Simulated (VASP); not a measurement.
Write the native input for VASP 6.6.1 that does the following.

| Property | Result |
| --- | --- |
| Task | single point |
| Functional | PBE |
| Potentials or basis | VASP PAW PBE potentials, release 64 (Ge_d) |
| Cutoff | 520 eV |
| k mesh | 14 × 14 × 14 |
| Occupations | gaussian, width 0.15 eV |
| Spin | no spin polarisation |
| Dipole correction | no |
| Further INCAR settings | ALGO = Normal; EDIFF = 1e-06; NBANDS = 21 |

The structure of Ge lies in POSCAR:

```
Ge
1.0
    0.0000000000      2.8805347716      2.8805347716
    2.8805347716      0.0000000000      2.8805347716
    2.8805347716      2.8805347716      0.0000000000
Ge
2
Direct
    0.5000000000      0.5000000000      0.5000000000
    0.7500000000      0.7500000000      0.7500000000
```

These files were run (other wordings do the same):

INCAR

```
PREC     = Accurate       # precision mode
ENCUT    = 520            # plane-wave cutoff, eV
EDIFF    = 1E-6           # SCF threshold, eV
ISMEAR   = 0              # smearing method
SIGMA    = 0.15           # smearing width, eV
LREAL    = F              # projectors in reciprocal space
LASPH    = T              # aspherical terms in the spheres
NELM     = 80             # most SCF steps
ALGO     = Normal         # electronic algorithm
ISIF     = 2              # what is computed and relaxed
LWAVE    = F              # write WAVECAR
LCHARG   = F              # write CHGCAR
GGA      = PE             # functional
NBANDS   = 21             # bands
```

KPOINTS

```
regular mesh
0
Gamma
  14 14 14
```

Potentials or basis: VASP PAW PBE potentials, release 64 (Ge_d).

Run with:

```bash
$ cat potpaw_PBE.64/Ge_d/POTCAR > POTCAR
$ mpirun -np 1 vasp_std > vasp.out
```

Results of the run:

```yaml
Pressure: -0.1 GPa
Band_gap_on_the_k_mesh: zero (filled and empty bands touch)
```

It took 38 s on 1 thread of Intel(R) Xeon(R) Platinum 8559C (Emerald Rapids), on a shared host, peak memory 0.22 GiB.
